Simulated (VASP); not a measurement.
Here is a VASP 6.6.1 calculation.

File INCAR:

```
SYSTEM = Tl
PREC     = Accurate       ! precision mode
ENCUT    = 520            ! plane-wave cutoff, eV
EDIFF    = 1E-6           ! SCF threshold, eV
ISMEAR   = 0              ! smearing method
SIGMA    = 0.1            ! smearing width, eV
LREAL    = .False.        ! projectors in reciprocal space
LASPH    = .True.         ! aspherical terms in the spheres
NELM     = 60             ! most SCF steps
ALGO     = Fast           ! electronic algorithm
ISIF     = 2              ! what is computed and relaxed
LWAVE    = .False.        ! write WAVECAR
LCHARG   = .False.        ! write CHGCAR
GGA      = PE             ! functional
IVDW     = 12             ! dispersion correction
NBANDS   = 12             ! bands
```

Contents of KPOINTS:

```
regular mesh
0
Gamma
  14 14 14
  0 0 0
```

Contents of POSCAR:

```
Tl
1.0
    0.0000000000      2.4663412330      2.4663412330
    2.4663412330      0.0000000000      2.4663412330
    2.4663412330      2.4663412330      0.0000000000
Tl
1
Direct
    0.0000000000      0.0000000000      0.0000000000
```

Potentials or basis: VASP PAW PBE potentials, release 64 (Tl_d).

The run is started by

```sh
$ cat potpaw_PBE.64/Tl_d/POTCAR > POTCAR
$ mpirun -np 1 vasp_std > vasp.out
```

Task: Estimate the dispersion energy per atom.

Result: -0.326 eV.

Task: Estimate the band gap on the k mesh.

Result: Zero (an odd number of electrons rules out a gap without spin polarisation).

Task: Estimate the pressure.

Result: -0.7 GPa.

Caveat: spin-orbit coupling is left out, which moves the levels of the heavy elements.
